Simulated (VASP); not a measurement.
# Cl (Cmce) in VASP: further runs

The runs below take Cl through single point, relaxation of cell and atoms, with PBEsol.

All numbers are computed with VASP 6.6.1; they aren't measurements. Logs are shortened: lines on timing, memory, paths and dates and some standing lists are left out, and cuts for length are marked.

## Step 1: The cell of the first run

It takes space group Cmce (No. 64, orthorhombic). The conventional cell has a = 5.770 Å, b = 3.639 Å, c = 7.671 Å, α = 90.00°, β = 90.00°, γ = 90.00°. Within 2.8 Å of Cl (site symmetry m) lie 3 Cl at 2.04 to 2.76 Å.

## Step 2: Single point, PBEsol

File INCAR:

```
SYSTEM = Cl
  PREC = Accurate
  ENCUT = 520
  EDIFF = 1E-6
  ISMEAR = -1
  SIGMA = 0.05
  LREAL = .FALSE.
  LASPH = .TRUE.
  NELM = 80
  ALGO = Normal
  ISIF = 2
  LWAVE = .FALSE.
  LCHARG = .FALSE.
  GGA = PS
  NBANDS = 22
```

File KPOINTS:

```
regular mesh
0
G
  7 7 4
  0 0 0
```

File POSCAR:

```
Cl
1.0
    2.8851546188     -1.8196531814      0.0000000000
    2.8851546188      1.8196531814      0.0000000000
    0.0000000000      0.0000000000      7.6706505398
Cl
4
Direct
    0.3565902613      0.6434097387      0.3856711815
    0.1434097387      0.8565902613      0.8856711815
    0.6434097387      0.3565902613      0.6143288185
    0.8565902613      0.1434097387      0.1143288185
```

Potentials or basis: VASP PAW PBE potentials, release 64 (Cl).

Command:

```bash
> cat potpaw_PBE.64/Cl/POTCAR > POTCAR
> mpirun -np 1 vasp_std > vasp.out
```

OUTCAR:

```text
SYSTEM = Cl
   PREC = Accurate
   ENCUT = 520
   EDIFF = 1E-6
   ISMEAR = -1
   LREAL = .FALSE.
   LASPH = .TRUE.
   NELM = 80
   ISIF = 2
   GGA = PS

 ion  position               nearest neighbor table
   1  0.357  0.643  0.386-   3 2.04
   2  0.143  0.857  0.886-   4 2.04
   3  0.643  0.357  0.614-   1 2.04
   4  0.857  0.143  0.114-   2 2.04

  LATTYP: Found a base centered orthorhombic cell.
 ALAT       =     3.6393063628
 B/A-ratio  =     1.5855519328
 C/A-ratio  =     2.1077232239

  Lattice vectors:

 A1 = (  -2.8851546188,  -1.8196531814,   0.0000000000)
 A2 = (   2.8851546188,  -1.8196531814,   0.0000000000)
 A3 = (   0.0000000000,   0.0000000000,   7.6706505398)

Analysis of symmetry for initial positions (statically):
=====================================================================
 Subroutine PRICEL returns:
 Original cell was already a primitive cell.

 Routine SETGRP: Setting up the symmetry group for a
 base centered orthorhombic supercell.

 Subroutine GETGRP returns: Found  8 space group operations
 (whereof  4 operations were pure point group operations)
 out of a pool of  8 trial point group operations.

The static configuration has the point symmetry C_2h.
 The point group associated with its full space group is D_2h.

Analysis of symmetry for dynamics (positions and initial velocities):
=====================================================================
 Subroutine PRICEL returns:
 Original cell was already a primitive cell.

 Routine SETGRP: Setting up the symmetry group for a
 base centered orthorhombic supercell.

 Subroutine GETGRP returns: Found  8 space group operations
 (whereof  4 operations were pure point group operations)
 out of a pool of  8 trial point group operations.

The dynamic configuration has the point symmetry C_2h.
 The point group associated with its full space group is D_2h.

 Subroutine INISYM returns: Found  8 space group operations
 (whereof  4 operations are pure point group operations),
 and found     1 'primitive' translations

----------------------------------------------------------------------------------------

                                     Primitive cell

  volume of cell :      80.5415

  direct lattice vectors                    reciprocal lattice vectors
     2.885154619 -1.819653181  0.000000000     0.173300937 -0.274777636  0.000000000
     2.885154619  1.819653181  0.000000000     0.173300937  0.274777636  0.000000000
     0.000000000  0.000000000  7.670650540     0.000000000  0.000000000  0.130367039

  length of vectors
     3.411048941  3.411048941  7.670650540     0.324862993  0.324862993  0.130367039

  position of ions in fractional coordinates (direct lattice)
     0.356590261  0.643409739  0.385671182
     0.143409739  0.856590261  0.885671182
     0.643409739  0.356590261  0.614328818
     0.856590261  0.143409739  0.114328818

  ion indices of the primitive-cell ions
   primitive index   ion index
                 1           1
                 2           2
                 3           3
                 4           4

----------------------------------------------------------------------------------------

 KPOINTS: regular mesh

Automatic generation of k-mesh.
 Grid dimensions read from file:
 generate k-points for:    7    7    4

 Generating k-lattice:

  Cartesian coordinates                     Fractional coordinates (reciprocal lattice)
     0.024757277 -0.039253948  0.000000000     0.142857143  0.000000000  0.000000000
     0.024757277  0.039253948  0.000000000     0.000000000  0.142857143  0.000000000
     0.000000000  0.000000000  0.032591760     0.000000000  0.000000000  0.250000000

  Length of vectors
     0.046408999  0.046408999  0.032591760

  Shift w.r.t. Gamma in fractional coordinates (k-lattice)
     0.000000000  0.000000000  0.000000000

 Subroutine IBZKPT returns following result:
 ===========================================

 Found     48 irreducible k-points:

 Following reciprocal coordinates:
            Coordinates               Weight
  0.000000  0.000000  0.000000      1.000000
  0.142857  0.000000  0.000000      4.000000
  0.285714  0.000000  0.000000      4.000000
  0.428571  0.000000  0.000000      4.000000
  0.142857  0.142857  0.000000      2.000000
  0.285714  0.142857  0.000000      4.000000
[... 16 lines left out ...]
  0.428571  0.142857  0.250000      8.000000
 -0.428571  0.142857  0.250000      8.000000
 [... further k-points ...]
   k-points           NKPTS =     48   k-points in BZ     NKDIM =     48   number of bands    NBANDS=     22
   number of dos      NEDOS =    301   number of ions     NIONS =      4
   total plane-waves  NPLWV =  47040
   dimension x,y,z NGX =    28 NGY =   28 NGZ =   60
   dimension x,y,z NGXF=    56 NGYF=   56 NGZF=  120
   ions per type =               4
   NGX,Y,Z   is equivalent  to a cutoff of  13.65, 13.65, 13.00 a.u.
   NGXF,Y,Z  is equivalent  to a cutoff of  27.29, 27.29, 26.01 a.u.
 SYSTEM =  Cl
   PREC   = accura    normal or accurate (medium, high low for compatibility)
   ISTART =      0    job   : 0-new  1-cont  2-samecut
   ICHARG =      2    charge: 1-file 2-atom 10-const
   ISPIN  =      1    spin polarized calculation?
   LNONCOLLINEAR =      F non collinear calculations
   LSORBIT =      F    spin-orbit coupling
   LASPH  =      T    aspherical Exc in radial PAW
   ENCUT  =  520.0 eV  38.22 Ry    6.18 a.u.   6.34  6.34 14.26*2*pi/ulx,y,z
   NELM   =     80;   NELMIN=  2; NELMDL= -5     # of ELM steps
   EDIFF  = 0.1E-05   stopping-criterion for ELM
   LREAL  =      F    real-space projection
   EDIFFG = 0.1E-04   stopping-criterion for IOM
   NSW    =      0    number of steps for IOM
   IBRION =     -1    ionic relax: 0-MD 1-quasi-New 2-CG
   NFREE  =      0    steps in history (QN), initial steepest desc. (CG)
   ISIF   =      2    stress and relaxation
   ISYM   =      2    0-nonsym 1-usesym 2-fastsym
   POTIM  = 0.5000    time-step for ionic-motion
   TEBEG  =    0.0;   TEEND  =   0.0 temperature during run
   PSTRESS=    0.0 pullay stress
   NELECT =      28.0000    total number of electrons
   NUPDOWN=      -1.0000    fix difference up-down
   EMIN   =  10.00;   EMAX   =-10.00  energy-range for DOS
   EFERMI =   0.00;   METHOD = LEGACY
   ISMEAR =    -1;   SIGMA  =   0.05  broadening in eV -4-tet -1-fermi 0-gaus
   EFERMI_NEDOS =   21; number of points for ismear=-14 and -15
   IALGO  =     38    algorithm
   IMIX   =      4    mixing-type and parameters
     AMIX     =   0.40;   BMIX     =  1.00
     AMIX_MAG =   1.60;   BMIX_MAG =  1.00
  volume/ion in A,a.u.               =      20.14       135.88
  Fermi-wavevector in a.u.,A,eV,Ry     =   1.151121  2.175303 18.028793  1.325079
  Thomas-Fermi vector in A             =   2.287780
   LORBIT       =      0    0 simple, 1 ext, 2 COOP (PROOUT), +10 PAW based schemes
   GGA     = PS    functional components
   LHFCALC =     F    Hartree Fock is set to
   AEXX    =    0.0000 exact exchange contribution
   IVDW    =     0    specifies the selected vdW correction
   LEPSILON=     F    determine dielectric tensor
   LRPA    =     F    only Hartree local field effects (RPA)
 non-spin polarized calculation
  energy-cutoff  :      520.00
  volume of cell :       80.54
 maximum number of plane-waves:      2200
 NGX is ok and might be reduce to    28
   NGX = 13   NGY = 13   NGZ = 29

 number of electron      27.9999994 magnetization

 Free energy of the ion-electron system (eV)
  ---------------------------------------------------
  ext. energy  EPLUGINS =         0.00000000
  ---------------------------------------------------
  free energy    TOTEN  =        -7.78236094 eV

  energy without entropy =       -7.78236094  energy(sigma->0) =       -7.78236094

 E-fermi :   3.7270     XC(G=0):  -9.7949

 val. band max:        2.7921357920   @ k =   0.0000   0.0000   0.0000
 cond. band min:       4.7340872174   @ k =   0.4286   0.4286   0.0000
 fundamental gap:      1.9419514254
 Fermi energy:         3.7269593147

 k-point     1 :       0.0000    0.0000    0.0000
  band No.  band energies     occupation
      1     -14.8376      2.00000
      2     -14.0383      2.00000
      3     -11.3915      2.00000
      4      -9.3470      2.00000
      5      -3.8769      2.00000
      6      -1.4350      2.00000
[... 14 lines left out ...]
     21      13.1151      0.00000
     22      13.7446      0.00000

 k-point     2 :       0.1429    0.0000    0.0000
  band No.  band energies     occupation
      1     -14.7107      2.00000
      2     -13.9695      2.00000
      3     -11.2770      2.00000
      4      -9.4444      2.00000
      5      -3.8537      2.00000
      6      -1.6730      2.00000
[... 14 lines left out ...]
     21      12.9018      0.00000
     22      13.3494      0.00000

 k-point     3 :       0.2857    0.0000    0.0000
  band No.  band energies     occupation
      1     -14.3794      2.00000
      2     -13.8275      2.00000
      3     -10.9741      2.00000
      4      -9.7338      2.00000
      5      -3.8707      2.00000
      6      -2.5307      2.00000
[... 14 lines left out ...]
     21      13.1730      0.00000
     22      14.1180      0.00000

 k-point     4 :       0.4286    0.0000    0.0000
  band No.  band energies     occupation
      1     -13.9990      2.00000
      2     -13.7879      2.00000
      3     -10.5772      2.00000
      4     -10.1489      2.00000
      5      -3.8685      2.00000
      6      -3.4461      2.00000
[... 14 lines left out ...]
     21      13.8711      0.00000
     22      14.8835      0.00000

 k-point     5 :       0.1429    0.1429    0.0000
  band No.  band energies     occupation
      1     -14.7253      2.00000
      2     -13.9505      2.00000
      3     -11.2818      2.00000
      4      -9.3202      2.00000
      5      -3.8033      2.00000
      6      -1.5151      2.00000
[... 14 lines left out ...]
     21      13.5096      0.00000
     22      13.7087      0.00000

 k-point     6 :       0.2857    0.1429    0.0000
  band No.  band energies     occupation
      1     -14.5139      2.00000
      2     -13.8242      2.00000
      3     -11.0855      2.00000
      4      -9.4194      2.00000
      5      -3.7463      2.00000
      6      -1.8352      2.00000
[... 14 lines left out ...]
     21      13.2303      0.00000
     22      13.9705      0.00000

 k-point     7 :       0.4286    0.1429    0.0000
  band No.  band energies     occupation
      1     -14.1736      2.00000
      2     -13.7102      2.00000
      3     -10.7697      2.00000
      4      -9.7651      2.00000
      5      -3.7841      2.00000
      6      -2.7939      2.00000
[... 324 lines left out ...]
      6      -3.2638      2.00000
[... 14 lines left out ...]
     21      14.2536      0.00000
     22      14.9333      0.00000

 k-point    21 :       0.1429    0.1429    0.2500
  band No.  band energies     occupation
      1     -14.6401      2.00000
      2     -14.1069      2.00000
      3     -10.9866      2.00000
      4      -9.6281      2.00000
      5      -3.4693      2.00000
      6      -1.9201      2.00000
[... 14 lines left out ...]
     21      13.5684      0.00000
     22      13.6099      0.00000

 k-point    22 :       0.2857    0.1429    0.2500
  band No.  band energies     occupation
      1     -14.4358      2.00000
      2     -13.9586      2.00000
      3     -10.8324      2.00000
      4      -9.6723      2.00000
      5      -3.4976      2.00000
      6      -2.2188      2.00000
[... 14 lines left out ...]
     21      13.1405      0.00000
     22      13.2307      0.00000

 k-point    23 :       0.4286    0.1429    0.2500
  band No.  band energies     occupation
      1     -14.1165      2.00000
      2     -13.7919      2.00000
      3     -10.6179      2.00000
      4      -9.9125      2.00000
      5      -3.6172      2.00000
      6      -2.7703      2.00000
[... 14 lines left out ...]
     21      13.5273      0.00000
     22      13.7548      0.00000

 k-point    24 :      -0.4286    0.1429    0.2500
  band No.  band energies     occupation
      1     -13.8683      2.00000
      2     -13.7989      2.00000
      3     -10.4023      2.00000
      4     -10.2685      2.00000
      5      -3.5306      2.00000
      6      -3.3783      2.00000
[... 14 lines left out ...]
     21      14.0460      0.00000
     22      14.8534      0.00000

 [... further k-points ...]

------------------------ aborting loop because EDIFF is reached ----------------------------------------

  FORCE on cell =-STRESS in cart. coord.  units (eV):
  Direction    XX          YY          ZZ          XY          YZ          ZX
  --------------------------------------------------------------------------------------
  -------------------------------------------------------------------------------------
  Total        2.4565827      2.3793102      2.1625434      0.0000000      0.0000000      0.0000000
  in kB       48.8677180     47.3305715     43.0185250      0.0000000      0.0000000      0.0000000
  external PRESSURE =      46.4056048 kB  Pullay stress =       0.0000000 kB

 VOLUME and BASIS-vectors are now :
 -----------------------------------------------------------------------------
  energy-cutoff  :      520.00
  volume of cell :       80.54
      direct lattice vectors                 reciprocal lattice vectors
     2.885154619 -1.819653181  0.000000000     0.173300937 -0.274777636  0.000000000
     2.885154619  1.819653181  0.000000000     0.173300937  0.274777636  0.000000000
     0.000000000  0.000000000  7.670650540     0.000000000  0.000000000  0.130367039

 POSITION                                       TOTAL-FORCE (eV/Angst)
 -----------------------------------------------------------------------------------
      2.88515      0.52191      2.95835         0.000000     -0.063882      0.117647
      2.88515      1.29774      6.79367         0.000000      0.063882      0.117647
      2.88515     -0.52191      4.71230         0.000000      0.063882     -0.117647
      2.88515     -1.29774      0.87698         0.000000     -0.063882     -0.117647
 -----------------------------------------------------------------------------------
    total drift:                               -0.000000      0.000000     -0.000000

  FREE ENERGIE OF THE ION-ELECTRON SYSTEM (eV)
  ---------------------------------------------------
  free  energy   TOTEN  =        -7.7823609400 eV

  energy  without entropy=       -7.7823609394  energy(sigma->0) =       -7.78236094
```

It took 37 s on 1 thread of Intel Xeon 6975P-C (Granite Rapids), shared host; peak memory 0.22 GiB.

What came out:

| Property | Result |
| --- | --- |
| Free energy | -7.7824 eV |
| Pressure | 4.6 GPa |
| Largest force | 0.134 eV/Å |
| Band gap on the k mesh | 1.94 eV (least direct gap 2.03 eV) |

Forces in eV/Å, atoms in the order of the input:
```
Cl   0.000 -0.064  0.118
Cl   0.000  0.064  0.118
Cl   0.000  0.064 -0.118
Cl   0.000 -0.064 -0.118
```

Stress tensor (GPa, compression positive):
```
4.89 0.00 0.00
0.00 4.73 0.00
0.00 0.00 4.30
```

Caveat: the cell stands under pressure; this functional lacks dispersion, which holds the molecules together, so the pressure and a relaxed volume are unreliable; the PAW data sets were made with another functional, which shifts forces and pressure a little.

## Step 3: Single point, PBEsol

This run uses another cell than the first one, of 26.97 Å³/atom.

File INCAR:

```
PREC     = Accurate       # precision mode
ENCUT    = 520            # plane-wave cutoff, eV
EDIFF    = 1E-6           # SCF threshold, eV
ISMEAR   = -1             # smearing method
SIGMA    = 0.05           # smearing width, eV
LREAL    = F              # projectors in reciprocal space
LASPH    = T              # aspherical terms in the spheres
NELM     = 60             # most SCF steps
ALGO     = Normal         # electronic algorithm
ISIF     = 2              # what is computed and relaxed
LWAVE    = F              # write WAVECAR
LCHARG   = F              # write CHGCAR
GGA      = PS             # functional
NBANDS   = 22             # bands
```

File KPOINTS:

```
regular mesh
0
Gamma
  7 7 4
```

File POSCAR:

```
Cl
1.0
    3.4691983945     -1.9414048113      0.0000000000
    3.4691983945      1.9414048113      0.0000000000
    0.0000000000      0.0000000000      8.0102466795
Cl
4
Direct
    0.3733229150      0.6266770850      0.3889510502
    0.1266770850      0.8733229150      0.8889510502
    0.6266770850      0.3733229150      0.6110489498
    0.8733229150      0.1266770850      0.1110489498
```

Potentials or basis: VASP PAW PBE potentials, release 64 (Cl).

Command:

```bash
> cat potpaw_PBE.64/Cl/POTCAR > POTCAR
> mpirun -np 1 vasp_std > vasp.out
```

Wall time 58 s (1 thread of Intel Xeon 6975P-C (Granite Rapids), shared host); peak memory 0.25 GiB.

The run converged. Its results:

- Free energy: -8.0590 eV
- Pressure: -0.3 GPa
- Largest force: 0.140 eV/Å
- Band gap on the k mesh: 2.07 eV

Forces in eV/Å, atoms in the order of the input:
```
Cl   0.000 -0.068  0.123
Cl   0.000  0.068  0.123
Cl   0.000  0.068 -0.123
Cl   0.000 -0.068 -0.123
```

Stress tensor (GPa, compression positive):
```
-0.07  0.00  0.00
 0.00 -0.20  0.00
 0.00  0.00 -0.62
```

Levels at points of the mesh, in eV from the valence-band top:
| k point | band 11 | band 12 | band 13 | band 14 | band 15 | band 16 | band 17 | band 18 |
| --- | --- | --- | --- | --- | --- | --- | --- | --- |
| (0.00, 0.00, 0.00) | -1.19 | -0.48 | -0.47 | 0.00 | 2.07 | 3.06 | 6.36 | 6.89 |
| (0.00, 0.00, 0.50) | -1.02 | -1.02 | -0.22 | -0.22 | 2.48 | 2.48 | 6.85 | 6.85 |

Caveat: this functional lacks dispersion, which holds the molecules together, so the pressure and a relaxed volume are unreliable; the PAW data sets were made with another functional, which shifts forces and pressure a little. A k mesh can miss the band edges.

(Continued in part 2 of 2.)
